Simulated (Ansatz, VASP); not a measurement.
# NaF: VASP beside Ansatz

Contents of INCAR:

```
SYSTEM = NaF
PREC     = Accurate       ! precision mode
ENCUT    = 520            ! plane-wave cutoff, eV
EDIFF    = 1E-6           ! SCF threshold, eV
ISMEAR   = 0              ! smearing method
SIGMA    = 0.01           ! smearing width, eV
LREAL    = .False.        ! projectors in reciprocal space
LASPH    = .True.         ! aspherical terms in the spheres
NELM     = 100            ! most SCF steps
ALGO     = Normal         ! electronic algorithm
ISIF     = 2              ! what is computed and relaxed
LWAVE    = .False.        ! write WAVECAR
LCHARG   = .False.        ! write CHGCAR
GGA      = CA             ! functional
NBANDS   = 14             ! bands
```

File KPOINTS:

```
regular mesh
0
Gamma
  10 10 10
  0 0 0
```

POSCAR

```
NaF
1.0
    0.0000000000      2.2972417820      2.2972417820
    2.2972417820      0.0000000000      2.2972417820
    2.2972417820      2.2972417820      0.0000000000
Na F
1 1
Direct
    0.0000000000      0.0000000000      0.0000000000
    0.5000000000      0.5000000000      0.5000000000
```

Input for Ansatz:

```yaml
crystal:
  lattice:
    - [0.0, 2.297241782, 2.297241782]
    - [2.297241782, 0.0, 2.297241782]
    - [2.297241782, 2.297241782, 0.0]
  atoms:
    - { symbol: Na, position: [0.0, 0.0, 0.0] }
    - { symbol: F, position: [0.5, 0.5, 0.5] }
kpoints:
  mp_grid: { grid: [10, 10, 10] }
  band_path:
    path:
      - [0.0, 0.0, 0.0]
      - [0.5, 0.0, 0.5]
      - [0.625, 0.25, 0.625]
      - [0.375, 0.375, 0.75]
      - [0.5, 0.5, 0.5]
      - [0.5, 0.25, 0.75]
    npoints: 1
hamiltonian:
  xc: lda
scf:
  occupations: { method: fixed }
  n_extra_bands: 4
output:
  forces: true
  stress: true
  eigenvalues: true
```

Alike in both runs: task single point; functional LDA; k mesh 10 × 10 × 10; no spin polarisation.

```csv
,VASP,Ansatz
version,VASP 6.6.1,Ansatz 0.2.0
potentials or method,"VASP PAW LDA potentials, release 64 (Na_pv, F)","plane waves, PAW"
plane-wave cutoff (eV),520,420
occupations,"gaussian, width 0.01 eV",fixed
valence electrons in the cell,14,16
```

```csv
,VASP,Ansatz,Ansatz less VASP
gap on the k mesh at the Fermi level (eV),6.09,6.11,+0.020
pressure (GPa),-3.3,-3.2,+0.09
```

LDA's correlation is that of Perdew and Zunger in VASP and of Perdew and Wang (1992) in Ansatz. VASP's potentials hold 14 valence electrons a cell and Ansatz's 16, so a difference there can come from the potentials and not from the codes.
